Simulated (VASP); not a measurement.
Set up this calculation in VASP 6.6.1, as the native input.

| Item | Value |
| --- | --- |
| Task | single point |
| Functional | PBEsol |
| Potentials or basis | VASP PAW PBE potentials, release 64 (Au) |
| Cutoff | 520 eV |
| k mesh | 8 × 8 × 8 |
| Occupations | gaussian, width 0.1 eV |
| Spin | no spin polarisation |
| Dipole correction | no |
| Further INCAR settings | ALGO = Normal; EDIFF = 1e-07; NBANDS = 18 |

The structure of Au lies in POSCAR:

```
Au
1.0
   -2.5749049620      2.5749049620      1.4046581881
    2.5749049620     -2.5749049620      1.4046581881
    2.5749049620      2.5749049620     -1.4046581881
Au
2
Direct
    0.0000000000      0.0000000000      0.0000000000
    0.7500000000      0.2500000000      0.5000000000
```

These files were run (other wordings do the same):

INCAR

```
  PREC = Accurate
  ENCUT = 520
  EDIFF = 1E-7
  ISMEAR = 0
  SIGMA = 0.1
  LREAL = F
  LASPH = T
  NELM = 100
  ALGO = Normal
  ISIF = 2
  LWAVE = F
  LCHARG = F
  GGA = PS
  NBANDS = 18
```

KPOINTS

```
Automatic mesh
0
Gamma
  8 8 8
```

Potentials or basis: VASP PAW PBE potentials, release 64 (Au).

The run is started by

```sh
$ cat potpaw_PBE.64/Au/POTCAR > POTCAR
$ mpirun -np 1 vasp_std > vasp.out
```

Results of the run:

- Pressure: -0.1 GPa
- Band gap on the k mesh: zero (bands 11 and 12 overlap by 4.45 eV)

Caveat: the PAW data sets were made with another functional, which shifts forces and pressure a little; spin-orbit coupling is left out, which moves the levels of the heavy elements.

Run time: 17 s on 1 thread of Intel(R) Xeon(R) 6975P-C (Granite Rapids), on a shared host, peak memory 0.18 GiB.
